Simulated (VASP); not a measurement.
# SiC (Moissanite) (P6_3mc) in VASP: notebook

The runs below take SiC (Moissanite) through single point, with r2SCAN.

All numbers are computed with VASP 6.6.1; they aren't measurements. Logs are shortened: lines on timing, memory, paths and dates and some standing lists are left out, and cuts for length are marked.

## (1) The cell of the first run

The structure is hexagonal, space group P6_3mc (No. 186). The conventional cell has a = 3.055 Å, b = 3.055 Å, c = 5.014 Å, α = 90.00°, β = 90.00°, γ = 120.00°. Si (site symmetry 3m) has 4 C at 1.86 to 1.93 Å within 2.5 Å. Within 2.5 Å of C (site symmetry 3m) lie 4 Si at 1.86 to 1.93 Å.

## (2) Single point, r2SCAN

POSCAR

```
SiC
1.0
    3.0553550827      0.0000000000      0.0000000000
   -1.5276775413      2.6460151191      0.0000000000
    0.0000000000      0.0000000000      5.0141197845
Si C
2 2
Direct
    0.6666666667      0.3333333333      0.5000000000
    0.3333333333      0.6666666667      0.0000000000
    0.6666666667      0.3333333333      0.8850000000
    0.3333333333      0.6666666667      0.3850000000
```

INCAR.step1

```
  PREC = Accurate
  ENCUT = 520
  ISMEAR = -1
  SIGMA = 0.05
  LREAL = F
  LASPH = T
  NELM = 80
  NBANDS = 16
  GGA = PE
  ALGO = Normal
  EDIFF = 1E-4
  LWAVE = T
  LCHARG = F
```

INCAR.step2

```
  PREC = Accurate
  ENCUT = 520
  EDIFF = 1E-6
  ISMEAR = -1
  SIGMA = 0.05
  LREAL = F
  LASPH = T
  NELM = 80
  ALGO = Normal
  ISIF = 2
  LWAVE = F
  LCHARG = T
  METAGGA = R2SCAN
  LMIXTAU = T
  LELF = T
  LVHAR = T
  NBANDS = 16
  ISTART = 1
```

KPOINTS

```
regular mesh
0
Gamma
  10 10 5
```

Potentials or basis: VASP PAW PBE potentials, release 64 (Si, C).

Command:

```sh
$ cat potpaw_PBE.64/Si/POTCAR potpaw_PBE.64/C/POTCAR > POTCAR
$ cp INCAR.step1 INCAR
$ mpirun -np 1 vasp_std > vasp.out
$ cp INCAR.step2 INCAR
$ mpirun -np 1 vasp_std > vasp.out
```

OUTCAR:

```text
PREC = Accurate
   ENCUT = 520
   EDIFF = 1E-6
   ISMEAR = -1
   LREAL = F
   LASPH = T
   NELM = 80
   ISIF = 2
   METAGGA = R2SCAN
   ISTART = 1

 ion  position               nearest neighbor table
   1  0.667  0.333  0.500-   4 1.86   4 1.86   4 1.86   3 1.93   2 3.07   2 3.07   2 3.07   2 3.07
                             2 3.07   2 3.07
   2  0.333  0.667  0.000-   3 1.86   3 1.86   3 1.86   4 1.93   1 3.07   1 3.07   1 3.07   1 3.07
                             1 3.07   1 3.07
   3  0.667  0.333  0.885-   2 1.86   2 1.86   2 1.86   1 1.93
   4  0.333  0.667  0.385-   1 1.86   1 1.86   1 1.86   2 1.93

  LATTYP: Found a hexagonal cell.
 ALAT       =     3.0553550827
 C/A-ratio  =     1.6410923277

  Lattice vectors:

 A1 = (   3.0553550827,   0.0000000000,   0.0000000000)
 A2 = (  -1.5276775413,   2.6460151191,   0.0000000000)
 A3 = (   0.0000000000,   0.0000000000,   5.0141197845)

Analysis of symmetry for initial positions (statically):
=====================================================================
 Subroutine PRICEL returns:
 Original cell was already a primitive cell.

 Routine SETGRP: Setting up the symmetry group for a
 hexagonal supercell.

 Subroutine GETGRP returns: Found 12 space group operations
 (whereof  6 operations were pure point group operations)
 out of a pool of 24 trial point group operations.

The static configuration has the point symmetry C_3v.
 The point group associated with its full space group is C_6v.

Analysis of symmetry for dynamics (positions and initial velocities):
=====================================================================
 Subroutine PRICEL returns:
 Original cell was already a primitive cell.

 Routine SETGRP: Setting up the symmetry group for a
 hexagonal supercell.

 Subroutine GETGRP returns: Found 12 space group operations
 (whereof  6 operations were pure point group operations)
 out of a pool of 24 trial point group operations.

The dynamic configuration has the point symmetry C_3v.
 The point group associated with its full space group is C_6v.

 Subroutine INISYM returns: Found 12 space group operations
 (whereof  6 operations are pure point group operations),
 and found     1 'primitive' translations

----------------------------------------------------------------------------------------

                                     Primitive cell

  volume of cell :      40.5367

[... 88 lines left out ...]
   LSORBIT =      F    spin-orbit coupling
   LASPH  =      T    aspherical Exc in radial PAW
   ENCUT  =  520.0 eV  38.22 Ry    6.18 a.u.   5.68  5.68  9.32*2*pi/ulx,y,z
   NELM   =     80;   NELMIN=  2; NELMDL=  0     # of ELM steps
   EDIFF  = 0.1E-05   stopping-criterion for ELM
   LREAL  =      F    real-space projection
   EDIFFG = 0.1E-04   stopping-criterion for IOM
   NSW    =      0    number of steps for IOM
   IBRION =     -1    ionic relax: 0-MD 1-quasi-New 2-CG
   NFREE  =      0    steps in history (QN), initial steepest desc. (CG)
   ISIF   =      2    stress and relaxation
   ISYM   =      2    0-nonsym 1-usesym 2-fastsym
   POTIM  = 0.5000    time-step for ionic-motion
   TEBEG  =    0.0;   TEEND  =   0.0 temperature during run
   PSTRESS=    0.0 pullay stress
   NELECT =      16.0000    total number of electrons
   NUPDOWN=      -1.0000    fix difference up-down
   EMIN   =  10.00;   EMAX   =-10.00  energy-range for DOS
   EFERMI =   0.00;   METHOD = LEGACY
   ISMEAR =    -1;   SIGMA  =   0.05  broadening in eV -4-tet -1-fermi 0-gaus
   EFERMI_NEDOS =   21; number of points for ismear=-14 and -15
   IALGO  =     38    algorithm
   IMIX   =      4    mixing-type and parameters
     AMIX     =   0.40;   BMIX     =  1.00
     AMIX_MAG =   1.60;   BMIX_MAG =  1.00
  volume/ion in A,a.u.               =      10.13        68.39
  Fermi-wavevector in a.u.,A,eV,Ry     =   1.200877  2.269329 19.621043  1.442106
  Thomas-Fermi vector in A             =   2.336701
   LORBIT       =      0    0 simple, 1 ext, 2 COOP (PROOUT), +10 PAW based schemes
   METAGGA = R2SCAN    functional components
   LHFCALC =     F    Hartree Fock is set to
   AEXX    =    0.0000 exact exchange contribution
   IVDW    =     0    specifies the selected vdW correction
   LEPSILON=     F    determine dielectric tensor
   LRPA    =     F    only Hartree local field effects (RPA)
 non-spin polarized calculation
  energy-cutoff  :      520.00
  volume of cell :       40.54
 maximum number of plane-waves:      1105
 NGX is ok and might be reduce to    24
   NGX = 11   NGY = 11   NGZ = 19

 number of electron      15.9999999 magnetization

 Free energy of the ion-electron system (eV)
  ---------------------------------------------------
  ext. energy  EPLUGINS =         0.00000000
  ---------------------------------------------------
  free energy    TOTEN  =       -38.58837621 eV

  energy without entropy =      -38.58837621  energy(sigma->0) =      -38.58837621

 E-fermi :   9.5095     XC(G=0): -12.0168

 val. band max:        8.5339777961   @ k =   0.0000   0.0000   0.0000
 cond. band min:      11.3673211325   @ k =   0.3000   0.3000   0.0000
 fundamental gap:      2.8333433364
 Fermi energy:         9.5094695018

 k-point     1 :       0.0000    0.0000    0.0000
  band No.  band energies     occupation
      1      -8.1511      2.00000
      2      -4.5071      2.00000
      3      -0.5819      2.00000
      4       6.8780      2.00000
      5       6.8780      2.00000
      6       8.2381      2.00000
[... 433 lines left out ...]
      3      -0.1169      2.00000
      4       1.3839      2.00000
      5       3.5439      2.00000
      6       4.3925      2.00000
[... 8 lines left out ...]
     15      20.9974      0.00000
     16      22.4020      0.00000

 [... further k-points ...]
[... 5 lines left out ...]
  --------------------------------------------------------------------------------------
  -------------------------------------------------------------------------------------
  Total        1.6254278      1.6254278      0.3725881      0.0000000      0.0000000     -0.0000000
  in kB       64.2435537     64.2435537     14.7262051      0.0000000      0.0000000     -0.0000000
  external PRESSURE =      47.7377708 kB  Pullay stress =       0.0000000 kB

 VOLUME and BASIS-vectors are now :
 -----------------------------------------------------------------------------
  energy-cutoff  :      520.00
  volume of cell :       40.54
      direct lattice vectors                 reciprocal lattice vectors
     3.055355083  0.000000000  0.000000000     0.327294201  0.188963395  0.000000000
    -1.527677541  2.646015119  0.000000000     0.000000000  0.377926790  0.000000000
     0.000000000  0.000000000  5.014119785     0.000000000  0.000000000  0.199436799

 POSITION                                       TOTAL-FORCE (eV/Angst)
 -----------------------------------------------------------------------------------
      1.52768      0.88201      2.50706         0.000000     -0.000000      0.803601
     -0.00000      1.76401      0.00000        -0.000000      0.000000      0.803601
      1.52768      0.88201      4.43750        -0.000000     -0.000000     -0.803601
     -0.00000      1.76401      1.93044        -0.000000     -0.000000     -0.803601
 -----------------------------------------------------------------------------------
    total drift:                                0.000000      0.000000      0.000425

  FREE ENERGIE OF THE ION-ELECTRON SYSTEM (eV)
  ---------------------------------------------------
  free  energy   TOTEN  =       -38.5883762140 eV

  energy  without entropy=      -38.5883762140  energy(sigma->0) =      -38.58837621
```

OSZICAR.step1:

```text
N       E                     dE             d eps       ncg     rms          rms(c)
DAV:   1     0.247983320140E+02    0.24798E+02   -0.72087E+03  1344   0.899E+02
DAV:   2    -0.313615470427E+02   -0.56160E+02   -0.51551E+02  1872   0.157E+02
DAV:   3    -0.338780280575E+02   -0.25165E+01   -0.25070E+01  1728   0.309E+01
DAV:   4    -0.338959645539E+02   -0.17936E-01   -0.17934E-01  1648   0.317E+00
DAV:   5    -0.338961331474E+02   -0.16859E-03   -0.16859E-03  1760   0.293E-01    0.128E+01
DAV:   6    -0.301384687680E+02    0.37577E+01   -0.66343E+00  1696   0.159E+01    0.582E+00
DAV:   7    -0.300540657716E+02    0.84403E-01   -0.11714E+00  1904   0.635E+00    0.253E+00
DAV:   8    -0.300371226750E+02    0.16943E-01   -0.49476E-02  1496   0.141E+00    0.643E-01
DAV:   9    -0.300356013813E+02    0.15213E-02   -0.75340E-03  1808   0.593E-01    0.121E-01
DAV:  10    -0.300359101466E+02   -0.30877E-03   -0.98937E-04  1616   0.183E-01    0.573E-02
DAV:  11    -0.300359344363E+02   -0.24290E-04   -0.79423E-05  1160   0.673E-02
   1 F= -.30035934E+02 E0= -.30035934E+02  d E =-.271391E-10
```

It took 100 s on 1 thread of AMD EPYC 9R45 (Zen 5), shared host; peak memory 0.14 GiB.

Results:

```yaml
Free_energy: -38.5884 eV
Pressure: 4.8 GPa
Largest_force: 0.804 eV/Å
Band_gap_on_the_k_mesh: 2.83 eV, indirect (least direct gap 4.64 eV)
```

Forces in eV/Å, atoms in the order of the input:
```
Si   0.000  0.000  0.804
Si   0.000  0.000  0.804
C    0.000  0.000 -0.804
C    0.000  0.000 -0.804
```

Caveat: the PAW data sets were made with another functional, which shifts forces and pressure a little.

## (3) Single point, r2SCAN

This run uses another cell than the first one, of 10.55 Å³/atom, 1.041 times its volume.

POSCAR

```
SiC
1.0
    3.0963714546      0.0000000000      0.0000000000
   -1.5481857273      2.6815363392      0.0000000000
    0.0000000000      0.0000000000      5.0814314379
Si C
2 2
Direct
    0.6666666667      0.3333333333      0.5000000000
    0.3333333333      0.6666666667      0.0000000000
    0.6666666667      0.3333333333      0.8850000000
    0.3333333333      0.6666666667      0.3850000000
```

INCAR.step1

```
SYSTEM = SiC
ALGO     = Normal         ! electronic algorithm
EDIFF    = 1E-4           ! SCF threshold, eV
ENCUT    = 520            ! plane-wave cutoff, eV
GGA      = PE             ! functional
ISMEAR   = -1             ! smearing method
LASPH    = .TRUE.         ! aspherical terms in the spheres
LCHARG   = .FALSE.        ! write CHGCAR
LREAL    = .FALSE.        ! projectors in reciprocal space
LWAVE    = .TRUE.         ! write WAVECAR
NBANDS   = 16             ! bands
NELM     = 60             ! most SCF steps
PREC     = Accurate       ! precision mode
SIGMA    = 0.05           ! smearing width, eV
```

INCAR.step2

```
SYSTEM = SiC
ALGO     = Normal         ! electronic algorithm
EDIFF    = 1E-6           ! SCF threshold, eV
ENCUT    = 520            ! plane-wave cutoff, eV
ISIF     = 2              ! what is computed and relaxed
ISMEAR   = -1             ! smearing method
ISTART   = 1            
LASPH    = .TRUE.         ! aspherical terms in the spheres
LCHARG   = .FALSE.        ! write CHGCAR
LMIXTAU  = .TRUE.       
LREAL    = .FALSE.        ! projectors in reciprocal space
LWAVE    = .FALSE.        ! write WAVECAR
METAGGA  = R2SCAN         ! meta-GGA
NBANDS   = 16             ! bands
NELM     = 60             ! most SCF steps
PREC     = Accurate       ! precision mode
SIGMA    = 0.05           ! smearing width, eV
```

KPOINTS

```
k-points
0
G
  10 10 5
  0 0 0
```

Potentials or basis: VASP PAW PBE potentials, release 64 (Si, C).

Command:

```sh
$ cat potpaw_PBE.64/Si/POTCAR potpaw_PBE.64/C/POTCAR > POTCAR
$ cp INCAR.step1 INCAR
$ mpirun -np 1 vasp_std > vasp.out
$ cp INCAR.step2 INCAR
$ mpirun -np 1 vasp_std > vasp.out
```

It took 1.8 min on 1 thread of AMD EPYC 9R45 (Zen 5), shared host; peak memory 0.14 GiB.

It converged, with:

```yaml
Free_energy: -38.5897 eV
Pressure: -4.3 GPa
Largest_force: 0.741 eV/Å
Band_gap_on_the_k_mesh: 2.89 eV, indirect (least direct gap 4.54 eV)
```

Forces in eV/Å, atoms in the order of the input:
```
Si   0.000  0.000  0.741
Si   0.000  0.000  0.741
C    0.000  0.000 -0.741
C    0.000  0.000 -0.741
```

Stress tensor (GPa, compression positive):
```
-3.23  0.00  0.00
 0.00 -3.23  0.00
 0.00  0.00 -6.53
```

Levels at points of the mesh, in eV from the valence-band top:
| k point | band 4 | band 5 | band 6 | band 7 | band 8 | band 9 | band 10 | band 11 | band 12 | band 13 |
| --- | --- | --- | --- | --- | --- | --- | --- | --- | --- | --- |
| (0.00, 0.00, 0.00) | -1.64 | -1.64 | -0.30 | -0.30 | 0.00 | 5.00 | 6.35 | 6.89 | 6.89 | 7.94 |
| (0.50, 0.00, 0.00) | -6.77 | -5.56 | -3.68 | -3.28 | -1.56 | 2.98 | 4.60 | 7.15 | 7.63 | 10.20 |

Caveat: the PAW data sets were made with another functional, which shifts forces and pressure a little.

## (4) Single point, r2SCAN

This run uses another cell than the first one, of 10.75 Å³/atom, 1.061 times its volume.

POSCAR

```
SiC
1.0
    3.1164783262      0.0000000000      0.0000000000
   -1.5582391631      2.6989494007      0.0000000000
    0.0000000000      0.0000000000      5.1144286705
Si C
2 2
Direct
    0.6666666667      0.3333333333      0.5000000000
    0.3333333333      0.6666666667      0.0000000000
    0.6666666667      0.3333333333      0.8850000000
    0.3333333333      0.6666666667      0.3850000000
```

INCAR.step1

```
SYSTEM = SiC
ALGO = Normal
EDIFF = 1E-4
ENCUT = 520
GGA = PE
ISMEAR = -1
LASPH = .TRUE.
LCHARG = .FALSE.
LREAL = .FALSE.
LWAVE = .TRUE.
NBANDS = 16
NELM = 80
PREC = Accurate
SIGMA = 0.05
```

INCAR.step2

```
SYSTEM = SiC
ALGO = Normal
EDIFF = 1E-7
ENCUT = 520
ISIF = 2
ISMEAR = -1
ISTART = 1
LASPH = .TRUE.
LCHARG = .TRUE.
LELF = .TRUE.
LMIXTAU = .TRUE.
LREAL = .FALSE.
LVHAR = .TRUE.
LWAVE = .FALSE.
METAGGA = R2SCAN
NBANDS = 16
NELM = 80
PREC = Accurate
SIGMA = 0.05
```

KPOINTS is that of step 3.

Command:

```sh
$ cat potpaw_PBE.64/Si/POTCAR potpaw_PBE.64/C/POTCAR > POTCAR
$ cp INCAR.step1 INCAR
$ mpirun -np 1 vasp_std > vasp.out
$ cp INCAR.step2 INCAR
$ mpirun -np 1 vasp_std > vasp.out
```

Run time: 1.9 min. Hardware: 1 thread of AMD EPYC 9R45 (Zen 5), shared host; peak memory 0.14 GiB.

Results (log left out):

```
Free energy            : -38.5573 eV
Pressure               : -8.3 GPa
Largest force          : 0.712 eV/Å
Band gap on the k mesh : 2.91 eV, indirect (least direct gap 4.49 eV)
```

Forces in eV/Å, atoms in the order of the input:
```
Si   0.000  0.000  0.712
Si   0.000  0.000  0.712
C    0.000  0.000 -0.712
C    0.000  0.000 -0.712
```

Stress tensor (GPa, compression positive):
```
-7.40  0.00  0.00
 0.00 -7.40  0.00
 0.00  0.00 -9.97
```

Levels at points of the mesh, in eV from the valence-band top:
```
           k point  band 5  band 6  band 7  band 8  band 9  band 10  band 11  band 12
(0.00, 0.00, 0.00)   -1.63   -0.30   -0.30    0.00    4.82     6.13     6.77     6.77
(0.50, 0.00, 0.00)   -5.49   -3.64   -3.23   -1.56    2.94     4.56     6.99     7.55
```

Caveat: the PAW data sets were made with another functional, which shifts forces and pressure a little. r2SCAN opens gaps a little over a GGA but as a rule still falls short of measured ones.

## (5) Single point, r2SCAN

This run uses another cell than the first one, of 10.96 Å³/atom, 1.082 times its volume.

POSCAR

```
SiC
1.0
    3.1363290418      0.0000000000      0.0000000000
   -1.5681645209      2.7161406248      0.0000000000
    0.0000000000      0.0000000000      5.1470055276
Si C
2 2
Direct
    0.6666666667      0.3333333333      0.5000000000
    0.3333333333      0.6666666667      0.0000000000
    0.6666666667      0.3333333333      0.8850000000
    0.3333333333      0.6666666667      0.3850000000
```

INCAR.step1

```
SYSTEM = SiC
PREC = Accurate
ENCUT = 520
ISMEAR = -1
SIGMA = 0.05
LREAL = .FALSE.
LASPH = .TRUE.
NELM = 100
NBANDS = 16
GGA = PE
ALGO = Normal
EDIFF = 1E-4
LWAVE = .TRUE.
LCHARG = .FALSE.
```

INCAR.step2

```
SYSTEM = SiC
PREC = Accurate
ENCUT = 520
EDIFF = 1E-6
ISMEAR = -1
SIGMA = 0.05
LREAL = .FALSE.
LASPH = .TRUE.
NELM = 100
ALGO = Normal
ISIF = 2
LWAVE = .FALSE.
LCHARG = .FALSE.
METAGGA = R2SCAN
LMIXTAU = .TRUE.
NBANDS = 16
ISTART = 1
```

KPOINTS

```
Automatic mesh
0
G
  10 10 5
  0 0 0
```

Command:

```sh
$ cat potpaw_PBE.64/Si/POTCAR potpaw_PBE.64/C/POTCAR > POTCAR
$ cp INCAR.step1 INCAR
$ mpirun -np 1 vasp_std > vasp.out
$ cp INCAR.step2 INCAR
$ mpirun -np 1 vasp_std > vasp.out
```

It took 79 s on 1 thread of AMD EPYC 9R45 (Zen 5), shared host; peak memory 0.14 GiB.

It converged, with:

```yaml
Free_energy: -38.5056 eV
Pressure: -11.8 GPa
Largest_force: 0.684 eV/Å
Band_gap_on_the_k_mesh: 2.89 eV, indirect (least direct gap 4.45 eV)
```

Forces on the atoms (eV/Å):
```
Si   0.000  0.000  0.684
Si   0.000  0.000  0.684
C    0.000  0.000 -0.684
C    0.000  0.000 -0.684
```

Stress tensor (GPa, compression positive):
```
-11.17   0.00   0.00
  0.00 -11.17   0.00
  0.00   0.00 -13.09
```

Levels at points of the mesh, in eV from the valence-band top:
```tsv
k point	band 4	band 5	band 6	band 7	band 8	band 9	band 10	band 11	band 12	band 13
(0.00, 0.00, 0.00)	-1.62	-1.62	-0.30	-0.30	0.00	4.64	5.91	6.65	6.65	7.59
(0.50, 0.00, 0.00)	-6.69	-5.42	-3.60	-3.18	-1.55	2.89	4.53	6.84	7.48	9.83
```

Caveat: the PAW data sets were made with another functional, which shifts forces and pressure a little. A k mesh can miss the band edges.

## (6) Overview

| cell | gap on the mesh (eV) | pressure (GPa) | largest force (eV/Å) |
| --- | --- | --- | --- |
| a = 3.055, b = 3.055, c = 5.014 Å, angles 90.0, 90.0, 120.0°, 4 atoms | 2.83 | 4.8 | 0.80 |
| a = 3.096, b = 3.096, c = 5.081 Å, angles 90.0, 90.0, 120.0°, 4 atoms | 2.89 | -4.3 | 0.74 |
| a = 3.116, b = 3.116, c = 5.114 Å, angles 90.0, 90.0, 120.0°, 4 atoms | 2.91 | -8.3 | 0.71 |
| a = 3.136, b = 3.136, c = 5.147 Å, angles 90.0, 90.0, 120.0°, 4 atoms | 2.89 | -11.8 | 0.68 |

Alike in all rows: task single point; level r2SCAN; potentials or basis VASP PAW PBE potentials, release 64 (Si, C); no spin polarisation; k mesh 10 × 10 × 5; cutoff (eV) 520; smearing fermi-dirac 0.05 eV.

Caveats: the PAW data sets were made with another functional, which shifts forces and pressure a little.

Absolute energies hang on the potentials; compare differences alone.
